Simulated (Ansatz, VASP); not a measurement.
**Two plane-wave programs on AlN**

Contents of INCAR:

```
  PREC = Accurate
  ENCUT = 520
  EDIFF = 1E-6
  ISMEAR = 0
  SIGMA = 0.05
  LREAL = F
  LASPH = T
  NELM = 60
  ALGO = Normal
  ISIF = 2
  LWAVE = F
  LCHARG = T
  LELF = T
  LVHAR = T
  NBANDS = 16
```

The input KPOINTS:

```
regular mesh
0
Gamma
  9 9 6
```

File POSCAR:

```
AlN
1.0
    3.1536239158      0.0000000000      0.0000000000
   -1.5768119579      2.7311184250      0.0000000000
    0.0000000000      0.0000000000      4.8443522454
Al N
2 2
Direct
    0.3333333333      0.6666666667      0.0000000000
    0.6666666667      0.3333333333      0.5000000000
    0.3333333333      0.6666666667      0.3850000000
    0.6666666667      0.3333333333      0.8850000000
```

Input for Ansatz:

```yaml
crystal:
  lattice:
    - [3.1536239158, 0.0, 0.0]
    - [-1.5768119579, 2.731118425, 0.0]
    - [0.0, 0.0, 4.8443522454]
  atoms:
    - { symbol: Al, position: [0.3333333333, 0.6666666667, 0.0] }
    - { symbol: Al, position: [0.6666666667, 0.3333333333, 0.5] }
    - { symbol: "N", position: [0.3333333333, 0.6666666667, 0.385] }
    - { symbol: "N", position: [0.6666666667, 0.3333333333, 0.885] }
basis:
  ecutwfc: 420
kpoints:
  mp_grid: { grid: [9, 9, 6] }
hamiltonian:
  xc: lda
scf:
  occupations: { method: gaussian, width: 0.05 }
output:
  forces: true
  stress: true
  eigenvalues: true
```

Alike in both runs: task single point; functional LDA; k mesh 9 × 9 × 6; occupations gaussian, width 0.05 eV; no spin polarisation.

|  | VASP | Ansatz |
| --- | --- | --- |
| version | VASP 6.6.1 | Ansatz 0.2.0 |
| potentials or method | VASP PAW LDA potentials, release 64 (Al, N), cutoff 520 eV | scalar-relativistic, plane waves, PAW |
| valence electrons in the cell | 16 | 16 |

Ansatz gave:

```
gap on the k mesh at the Fermi level (eV)                     : 4.07
least direct gap on the mesh (eV)                             : 4.07
pressure (GPa)                                                : -4.6
traceless stress, the component that is largest in VASP (GPa) : 9.43
rms of the force components (eV/Å)                            : 0.183
```

Task: What did VASP give for the same quantities?

Result: gap on the k mesh at the Fermi level (eV): 4.07; least direct gap on the mesh (eV): 4.07; pressure (GPa): -4.0; traceless stress, the component that is largest in VASP (GPa): 9.59; rms of the force components (eV/Å): 0.192.

LDA's correlation is that of Perdew and Zunger in VASP and of Perdew and Wang (1992) in Ansatz. Atom by atom the forces differ by 0.009 eV/Å (rms over components).
